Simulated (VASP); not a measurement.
The system is LiNbO3.

```
Li Nb O
1.0
     2.57580    1.48714    4.62300
    -2.57580    1.48714    4.62300
     0.00000   -2.97428    4.62300
Li Nb O
2 2 6
Direct
  0.28150 0.28150 0.28150
  0.78150 0.78150 0.78150
  0.00006 0.00006 0.00006
  0.50006 0.50006 0.50006
  0.11231 0.35836 0.71959
  0.71959 0.11231 0.35836
  0.35836 0.71959 0.11231
  0.21959 0.85836 0.61231
  0.85836 0.61231 0.21959
  0.61231 0.21959 0.85836
```

| Item | Value |
| --- | --- |
| Program | VASP 6.6.1 |
| Task | relaxation of cell and atoms |
| Functional | PBE |
| Potentials or basis | VASP PAW PBE potentials, release 64 (Li_sv, Nb_sv, O) |
| Cutoff | 600 eV |
| k mesh | 6 × 6 × 6 |
| Occupations | gaussian, width 0.02 eV |
| Spin | no spin polarisation |

At the start: pressure 4.0 GPa; volume 10.63 Å³/atom.

Where does the relaxation end?

Over 8 steps the energy falls by 2.9 meV/atom and the volume is 10.86 Å³/atom (+2.2 %); space group R3c (No. 161, to 0.1 Å) before and after.

The path:
```csv
step,energy change (eV),largest force (eV/Å),pressure (GPa),volume (Å³)
1,0.0000,0.1954,4.05,106.25
2,0.0207,0.4659,-4.73,110.43
3,-0.0239,0.1364,0.15,107.99
4,-0.0280,0.0448,0.03,108.37
5,-0.0285,0.0151,0.02,108.54
6,-0.0285,0.0178,-0.01,108.56
7,-0.0285,0.0083,-0.03,108.56
8,-0.0286,0.0030,-0.05,108.56
```

Final structure:
```
Li Nb O
1.0
     2.59173    1.49634    4.66543
    -2.59173    1.49634    4.66543
     0.00000   -2.99267    4.66543
Li Nb O
2 2 6
Direct
  0.28157 0.28157 0.28157
  0.78157 0.78157 0.78157
  0.00023 0.00023 0.00023
  0.50023 0.50023 0.50023
  0.11053 0.35845 0.72104
  0.72104 0.11053 0.35845
  0.35845 0.72104 0.11053
  0.22104 0.85845 0.61053
  0.85845 0.61053 0.22104
  0.61053 0.22104 0.85845
```

Caveat: the cutoff is under 1.25 times the usual one of these potentials, so pressure, stress and relaxed cells hold a basis-set (Pulay) error.
